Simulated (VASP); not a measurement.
# Ge (Fd-3m) in VASP: single point with PBE

Aim: the single point of Ge with PBE.

All numbers are computed with VASP 6.6.1; they aren't measurements. Logs are shortened: lines on timing, memory, paths and dates and some standing lists are left out, and cuts for length are marked.

## (1) The cell of the first run

It takes space group Fd-3m (No. 227, cubic). Conventional cell: a = 5.675 Å, b = 5.675 Å, c = 5.675 Å, α = 90.00°, β = 90.00°, γ = 90.00°. Ge (site symmetry -43m) has 4 Ge at 2.46 Å within 3.2 Å.

## (2) Single point, PBE

Contents of INCAR:

```
SYSTEM = Ge
  PREC = Accurate
  ENCUT = 520
  EDIFF = 1E-6
  ISMEAR = -1
  SIGMA = 0.05
  LREAL = .FALSE.
  LASPH = .TRUE.
  NELM = 100
  ALGO = Normal
  ISIF = 2
  LWAVE = .FALSE.
  LCHARG = .FALSE.
  GGA = PE
  NBANDS = 21
```

Contents of KPOINTS:

```
Automatic mesh
0
G
  11 11 11
  0 0 0
```

Contents of POSCAR:

```
Ge
1.0
    0.0000000000      2.8374271074      2.8374271074
    2.8374271074      0.0000000000      2.8374271074
    2.8374271074      2.8374271074      0.0000000000
Ge
2
Direct
    0.0000000000      0.0000000000      0.0000000000
    0.2500000000      0.2500000000      0.2500000000
```

Potentials or basis: VASP PAW PBE potentials, release 64 (Ge_d).

Started as:

```console
cat potpaw_PBE.64/Ge_d/POTCAR > POTCAR
mpirun -np 1 vasp_std > vasp.out
```

OUTCAR:

```text
SYSTEM = Ge
   PREC = Accurate
   ENCUT = 520
   EDIFF = 1E-6
   ISMEAR = -1
   LREAL = .FALSE.
   LASPH = .TRUE.
   NELM = 100
   ISIF = 2
   GGA = PE

 ion  position               nearest neighbor table
   1  0.000  0.000  0.000-   2 2.46   2 2.46   2 2.46   2 2.46
   2  0.250  0.250  0.250-   1 2.46   1 2.46   1 2.46   1 2.46

  LATTYP: Found a face centered cubic cell.
 ALAT       =     5.6748542148

  Lattice vectors:

 A1 = (   0.0000000000,   2.8374271074,   2.8374271074)
 A2 = (   2.8374271074,   0.0000000000,   2.8374271074)
 A3 = (   2.8374271074,   2.8374271074,   0.0000000000)

Analysis of symmetry for initial positions (statically):
=====================================================================
 Subroutine PRICEL returns:
 Original cell was already a primitive cell.

 Routine SETGRP: Setting up the symmetry group for a
 face centered cubic supercell.

 Subroutine GETGRP returns: Found 48 space group operations
 (whereof 24 operations were pure point group operations)
 out of a pool of 48 trial point group operations.

The static configuration has the point symmetry T_d .
 The point group associated with its full space group is O_h .

Analysis of symmetry for dynamics (positions and initial velocities):
=====================================================================
 Subroutine PRICEL returns:
 Original cell was already a primitive cell.

 Routine SETGRP: Setting up the symmetry group for a
 face centered cubic supercell.

 Subroutine GETGRP returns: Found 48 space group operations
 (whereof 24 operations were pure point group operations)
 out of a pool of 48 trial point group operations.

The dynamic configuration has the point symmetry T_d .
 The point group associated with its full space group is O_h .

 Subroutine INISYM returns: Found 48 space group operations
 (whereof 24 operations are pure point group operations),
 and found     1 'primitive' translations

----------------------------------------------------------------------------------------

                                     Primitive cell

  volume of cell :      45.6882

  direct lattice vectors                    reciprocal lattice vectors
     0.000000000  2.837427107  2.837427107    -0.176215981  0.176215981  0.176215981
     2.837427107  0.000000000  2.837427107     0.176215981 -0.176215981  0.176215981
     2.837427107  2.837427107  0.000000000     0.176215981  0.176215981 -0.176215981

  length of vectors
     4.012727898  4.012727898  4.012727898     0.305215031  0.305215031  0.305215031

  position of ions in fractional coordinates (direct lattice)
     0.000000000  0.000000000  0.000000000
     0.250000000  0.250000000  0.250000000

  ion indices of the primitive-cell ions
   primitive index   ion index
                 1           1
                 2           2

----------------------------------------------------------------------------------------

 KPOINTS: Automatic mesh

Automatic generation of k-mesh.
 Grid dimensions read from file:
 generate k-points for:   11   11   11

 Generating k-lattice:

  Cartesian coordinates                     Fractional coordinates (reciprocal lattice)
    -0.016019635  0.016019635  0.016019635     0.090909091  0.000000000  0.000000000
     0.016019635 -0.016019635  0.016019635     0.000000000  0.090909091  0.000000000
     0.016019635  0.016019635 -0.016019635     0.000000000  0.000000000  0.090909091

  Length of vectors
     0.027746821  0.027746821  0.027746821

  Shift w.r.t. Gamma in fractional coordinates (k-lattice)
     0.000000000  0.000000000  0.000000000

 Subroutine IBZKPT returns following result:
 ===========================================

 Found     56 irreducible k-points:

 Following reciprocal coordinates:
            Coordinates               Weight
  0.000000  0.000000  0.000000      1.000000
  0.090909  0.000000  0.000000      8.000000
  0.181818  0.000000  0.000000      8.000000
  0.272727  0.000000  0.000000      8.000000
  0.363636  0.000000  0.000000      8.000000
  0.454545  0.000000  0.000000      8.000000
[... 16 lines left out ...]
 -0.272727  0.181818  0.000000     24.000000
 -0.181818  0.181818  0.000000     12.000000
 [... further k-points ...]
   k-points           NKPTS =     56   k-points in BZ     NKDIM =     56   number of bands    NBANDS=     21
   number of dos      NEDOS =    301   number of ions     NIONS =      2
   total plane-waves  NPLWV =  27000
   dimension x,y,z NGX =    30 NGY =   30 NGZ =   30
   dimension x,y,z NGXF=    60 NGYF=   60 NGZF=   60
   ions per type =               2
   NGX,Y,Z   is equivalent  to a cutoff of  12.43, 12.43, 12.43 a.u.
   NGXF,Y,Z  is equivalent  to a cutoff of  24.86, 24.86, 24.86 a.u.
 SYSTEM =  Ge
   PREC   = accura    normal or accurate (medium, high low for compatibility)
   ISTART =      0    job   : 0-new  1-cont  2-samecut
   ICHARG =      2    charge: 1-file 2-atom 10-const
   ISPIN  =      1    spin polarized calculation?
   LNONCOLLINEAR =      F non collinear calculations
   LSORBIT =      F    spin-orbit coupling
   LASPH  =      T    aspherical Exc in radial PAW
   ENCUT  =  520.0 eV  38.22 Ry    6.18 a.u.   7.46  7.46  7.46*2*pi/ulx,y,z
   NELM   =    100;   NELMIN=  2; NELMDL= -5     # of ELM steps
   EDIFF  = 0.1E-05   stopping-criterion for ELM
   LREAL  =      F    real-space projection
   EDIFFG = 0.1E-04   stopping-criterion for IOM
   NSW    =      0    number of steps for IOM
   IBRION =     -1    ionic relax: 0-MD 1-quasi-New 2-CG
   NFREE  =      0    steps in history (QN), initial steepest desc. (CG)
   ISIF   =      2    stress and relaxation
   ISYM   =      2    0-nonsym 1-usesym 2-fastsym
   POTIM  = 0.5000    time-step for ionic-motion
   TEBEG  =    0.0;   TEEND  =   0.0 temperature during run
   PSTRESS=    0.0 pullay stress
   NELECT =      28.0000    total number of electrons
   NUPDOWN=      -1.0000    fix difference up-down
   EMIN   =  10.00;   EMAX   =-10.00  energy-range for DOS
   EFERMI =   0.00;   METHOD = LEGACY
   ISMEAR =    -1;   SIGMA  =   0.05  broadening in eV -4-tet -1-fermi 0-gaus
   EFERMI_NEDOS =   21; number of points for ismear=-14 and -15
   IALGO  =     38    algorithm
   IMIX   =      4    mixing-type and parameters
     AMIX     =   0.40;   BMIX     =  1.00
     AMIX_MAG =   1.60;   BMIX_MAG =  1.00
  volume/ion in A,a.u.               =      22.84       154.16
  Fermi-wavevector in a.u.,A,eV,Ry     =   1.390570  2.627796 26.309373  1.933684
  Thomas-Fermi vector in A             =   2.514492
   LORBIT       =      0    0 simple, 1 ext, 2 COOP (PROOUT), +10 PAW based schemes
   GGA     = PE    functional components
   LHFCALC =     F    Hartree Fock is set to
   AEXX    =    0.0000 exact exchange contribution
   IVDW    =     0    specifies the selected vdW correction
   LEPSILON=     F    determine dielectric tensor
   LRPA    =     F    only Hartree local field effects (RPA)
 non-spin polarized calculation
  energy-cutoff  :      520.00
  volume of cell :       45.69
 maximum number of plane-waves:      1247
 NGX is ok and might be reduce to    30
   NGX = 15   NGY = 15   NGZ = 15

 number of electron      28.0000014 magnetization

 Free energy of the ion-electron system (eV)
  ---------------------------------------------------
  ext. energy  EPLUGINS =         0.00000000
  ---------------------------------------------------
  free energy    TOTEN  =        -9.01666547 eV

  energy without entropy =       -9.01621752  energy(sigma->0) =       -9.01644149

 E-fermi :   4.9379     XC(G=0):  -9.8820

 val. band max:        4.9045518170   @ k =   0.0000   0.0000   0.0000
 cond. band min:       5.0789877174   @ k =   0.4545   0.0000   0.0000
 fundamental gap:      0.1744359005
 Fermi energy:         4.9378518038

 k-point     1 :       0.0000    0.0000    0.0000
  band No.  band energies     occupation
      1     -19.8976      2.00000
      2     -19.8976      2.00000
      3     -19.8976      2.00000
      4     -19.8621      2.00000
      5     -19.8621      2.00000
      6     -19.6564      2.00000
[... 13 lines left out ...]
     20      14.3634      0.00000
     21      14.3634      0.00000

 k-point     2 :       0.0909    0.0000    0.0000
  band No.  band energies     occupation
      1     -19.9024      2.00000
      2     -19.9024      2.00000
      3     -19.8963      2.00000
      4     -19.8556      2.00000
      5     -19.8556      2.00000
      6     -19.6640      2.00000
[... 13 lines left out ...]
     20      13.7368      0.00000
     21      13.7368      0.00000

 k-point     3 :       0.1818    0.0000    0.0000
  band No.  band energies     occupation
      1     -19.9105      2.00000
      2     -19.9105      2.00000
      3     -19.8927      2.00000
      4     -19.8430      2.00000
      5     -19.8430      2.00000
      6     -19.6749      2.00000
[... 13 lines left out ...]
     20      13.1954      0.00000
     21      13.1954      0.00000

 k-point     4 :       0.2727    0.0000    0.0000
  band No.  band energies     occupation
      1     -19.9166      2.00000
      2     -19.9166      2.00000
      3     -19.8879      2.00000
      4     -19.8318      2.00000
      5     -19.8318      2.00000
      6     -19.6834      2.00000
[... 13 lines left out ...]
     20      13.3338      0.00000
     21      13.3338      0.00000

 k-point     5 :       0.3636    0.0000    0.0000
  band No.  band energies     occupation
      1     -19.9200      2.00000
      2     -19.9200      2.00000
      3     -19.8834      2.00000
      4     -19.8246      2.00000
      5     -19.8246      2.00000
      6     -19.6883      2.00000
[... 13 lines left out ...]
     20      14.2312      0.00000
     21      14.2312      0.00000
[... 382 lines left out ...]
     20      15.2619      0.00000
     21      15.5125      0.00000

 k-point    22 :      -0.3636    0.1818    0.0000
  band No.  band energies     occupation
      1     -19.9380      2.00000
      2     -19.9287      2.00000
      3     -19.8561      2.00000
      4     -19.8131      2.00000
      5     -19.7974      2.00000
      6     -19.7148      2.00000
[... 13 lines left out ...]
     20      13.6575      0.00000
     21      15.5951      0.00000

 k-point    23 :      -0.2727    0.1818    0.0000
  band No.  band energies     occupation
      1     -19.9316      2.00000
      2     -19.9282      2.00000
      3     -19.8633      2.00000
      4     -19.8249      2.00000
      5     -19.8014      2.00000
      6     -19.7140      2.00000
[... 13 lines left out ...]
     20      14.4603      0.00000
     21      16.2531      0.00000

 k-point    24 :      -0.1818    0.1818    0.0000
  band No.  band energies     occupation
      1     -19.9245      2.00000
      2     -19.9218      2.00000
      3     -19.8771      2.00000
      4     -19.8336      2.00000
      5     -19.8137      2.00000
      6     -19.7045      2.00000
[... 13 lines left out ...]
     20      14.4994      0.00000
     21      14.6835      0.00000

 [... further k-points ...]

------------------------ aborting loop because EDIFF is reached ----------------------------------------

  FORCE on cell =-STRESS in cart. coord.  units (eV):
  Direction    XX          YY          ZZ          XY          YZ          ZX
  --------------------------------------------------------------------------------------
  -------------------------------------------------------------------------------------
  Total        0.8184046      0.8184046      0.8184046     -0.0000000     -0.0000000     -0.0000000
  in kB       28.6995104     28.6995104     28.6995104     -0.0000000     -0.0000000     -0.0000000
  external PRESSURE =      28.6995104 kB  Pullay stress =       0.0000000 kB

 VOLUME and BASIS-vectors are now :
 -----------------------------------------------------------------------------
  energy-cutoff  :      520.00
  volume of cell :       45.69
      direct lattice vectors                 reciprocal lattice vectors
     0.000000000  2.837427107  2.837427107    -0.176215981  0.176215981  0.176215981
     2.837427107  0.000000000  2.837427107     0.176215981 -0.176215981  0.176215981
     2.837427107  2.837427107  0.000000000     0.176215981  0.176215981 -0.176215981

 POSITION                                       TOTAL-FORCE (eV/Angst)
 -----------------------------------------------------------------------------------
      0.00000      0.00000      0.00000        -0.000000     -0.000000     -0.000000
      1.41871      1.41871      1.41871         0.000000      0.000000      0.000000
 -----------------------------------------------------------------------------------
    total drift:                                0.000000      0.000000      0.000000

  FREE ENERGIE OF THE ION-ELECTRON SYSTEM (eV)
  ---------------------------------------------------
  free  energy   TOTEN  =        -9.0166654691 eV

  energy  without entropy=       -9.0162175195  energy(sigma->0) =       -9.01644149
```

Wall time 31 s (1 thread of Intel Xeon Platinum 8488C (Sapphire Rapids), shared host); peak memory 0.19 GiB.

What came out:

```yaml
Free_energy: -9.0167 eV
Pressure: 2.9 GPa
Band_gap_on_the_k_mesh: zero (filled and empty bands touch)
```
